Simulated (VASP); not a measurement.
**Pd: relaxation of cell and atoms with PBE**

Pd:

```xyz
1
Lattice="0.0000 1.9735 1.9735 1.9735 0.0000 1.9735 1.9735 1.9735 0.0000" Properties=species:S:1:pos:R:3 pbc="T T T"
Pd    0.0000    0.0000    0.0000
```

* Program: VASP 6.6.1
* Task: relaxation of cell and atoms
* Functional: PBE
* Potentials or basis: VASP PAW PBE potentials, release 64 (Pd)
* Cutoff: 600 eV
* k mesh: 17 × 17 × 17
* Occupations: fermi-dirac, width 0.05 eV
* Spin: no spin polarisation
* Dipole correction: no
* Further INCAR settings: ALGO = Normal; EDIFF = 1e-07; IBRION = 2; EDIFFG = -0.005; NSW = 60; ISIF = 3

```
Relaxed volume                        : 15.30 Å³/atom
Relaxed cell                          : a = 2.787 Å, b = 2.787 Å, c = 2.787 Å, α = 60.00°, β = 60.00°, γ = 60.00°
Space group after relaxing (to 0.1 Å) : Fm-3m (No. 225)
Energy gained by relaxing             : 0.2 meV/atom
Ionic steps                           : 3
Pressure after relaxing               : 0.0 GPa
Band gap on the k mesh                : zero (bands 5 and 6 overlap by 1.46 eV)
```

Step by step:
```tsv
step	energy change (eV)	largest force (eV/Å)	pressure (GPa)	volume (Å³)
1	0.0000	0.0000	-0.77	15.37
2	0.0001	0.0000	1.04	15.21
3	-0.0002	0.0000	0.01	15.30
```

Final structure:
```
Pd
1.0
     0.00000    1.97036    1.97036
     1.97036    0.00000    1.97036
     1.97036    1.97036    0.00000
Pd
1
Direct
  0.00000 0.00000 0.00000
```

Levels at points of the mesh, in eV from the Fermi level:
| k point | band 2 | band 3 | band 4 | band 5 | band 6 | band 7 | band 8 | band 9 |
| --- | --- | --- | --- | --- | --- | --- | --- | --- |
| (0.00, 0.00, 0.00) | -2.67 | -2.67 | -2.67 | -1.15 | -1.15 | 17.18 | 21.75 | 21.75 |

Wall time 69 s on 1 thread of Intel Xeon 8259CL, with other jobs on the host, peak memory 0.17 GiB.
